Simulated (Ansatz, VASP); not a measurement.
# One calculation of VO2, two programs

```xyz
6
Lattice="4.5836 0.0000 0.0000 0.0000 4.5836 0.0000 0.0000 0.0000 2.8383" Properties=species:S:1:pos:R:3 pbc="T T T"
V     0.0000    0.0000    0.0000
V     2.2918    2.2918    1.4192
O     1.3751    1.3751    0.0000
O     0.9167    3.6669    1.4192
O     3.2085    3.2085    0.0000
O     3.6669    0.9167    1.4192
```

Alike in both runs: functional PBE; k mesh 8 × 8 × 12; occupations gaussian, width 0.1 eV; collinear spin.

Ansatz relaxed the structure, and its values are those at the end. VASP's run is a single point on that final structure, the one shown.

|  | VASP | Ansatz |
| --- | --- | --- |
| version | VASP 6.6.1 | Ansatz 0.2.0 |
| potentials or method | VASP PAW PBE potentials, release 64 (V_sv, O), cutoff 600 eV | scalar-relativistic, plane waves, PAW |
| valence electrons in the cell | 50 | 50 |

```tsv
	VASP	Ansatz	Ansatz less VASP
gap on the k mesh at the Fermi level (eV)	none	none	-
pressure (GPa)	0.6	0.0	-0.55
rms of the force components (eV/Å)	0.014	0.000	-0.0141
net moment per atom (μB)	0.33	0.33	0.000
size of the moment on the site where the two differ most (μB)	1.05	0.83	-0.216
```

Site moments also hang on the region over which each program counts them. A gap of «none» marks a metal or a gap that the smearing closes. The functional is the same, so the differences come from potentials, cutoffs and numerics.
